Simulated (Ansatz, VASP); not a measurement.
# Two plane-wave programs on TiTe2

The input INCAR:

```
ALGO = Normal
EDIFF = 1E-7
ENCUT = 520
GGA = PE
ISIF = 2
ISMEAR = 0
LASPH = True
LCHARG = True
LELF = True
LREAL = False
LVHAR = True
LWAVE = False
NBANDS = 19
NELM = 100
PREC = Accurate
SIGMA = 0.1
```

The input KPOINTS:

```
k-points
0
Gamma
  12 12 6
```

The input POSCAR:

```
TiTe2
1.0
    3.7770008876      0.0000000000      0.0000000000
   -1.8885004438      3.2709787188      0.0000000000
    0.0000000000      0.0000000000      6.4980000000
Ti Te
1 2
Direct
    0.0343933757      0.0687867514      0.0000000000
    0.6666666667      0.3333333333      0.2628000000
    0.3333333333      0.6666666667      0.7372000000
```

Input for Ansatz:

```yaml
crystal:
  lattice:
    - [3.7770008876, 0.0, 0.0]
    - [-1.8885004438, 3.2709787188, 0.0]
    - [0.0, 0.0, 6.498]
  atoms:
    - { symbol: Ti, position: [0.0343933757, 0.0687867514, 0.0] }
    - { symbol: Te, position: [0.6666666667, 0.3333333333, 0.2628] }
    - { symbol: Te, position: [0.3333333333, 0.6666666667, 0.7372] }
basis:
  ecutwfc: 420
kpoints:
  mp_grid: { grid: [12, 12, 6] }
hamiltonian:
  xc: pbe
scf:
  occupations: { method: gaussian, width: 0.1 }
output:
  forces: true
  stress: true
  eigenvalues: true
```

Change from the starting cell: one atom moved.

Alike in both runs: task single point; functional PBE; k mesh 12 × 12 × 6; occupations gaussian, width 0.1 eV; no spin polarisation.

```csv
,VASP,Ansatz
version,VASP 6.6.1,Ansatz 0.2.0
potentials or method,"VASP PAW PBE potentials, release 64 (Ti_sv, Te), cutoff 520 eV","scalar-relativistic, plane waves, PAW"
valence electrons in the cell,24,44
```

|  | VASP | Ansatz | Ansatz less VASP |
| --- | --- | --- | --- |
| gap on the k mesh at the Fermi level (eV) | none | none | - |
| pressure (GPa) | 2.1 | 2.1 | +0.01 |
| traceless stress, the component that is largest in VASP (GPa) | 1.03 | 1.02 | -0.006 |
| rms of the force components (eV/Å) | 0.409 | 0.406 | -0.0031 |

Atom by atom the forces differ by 0.005 eV/Å (rms over components). A gap of «none» marks a metal or a gap that the smearing closes. The functional is the same, so the differences come from potentials, cutoffs and numerics. VASP's potentials hold 24 valence electrons a cell and Ansatz's 44, so a difference there can come from the potentials and not from the codes.

Neither program's run includes spin-orbit coupling.
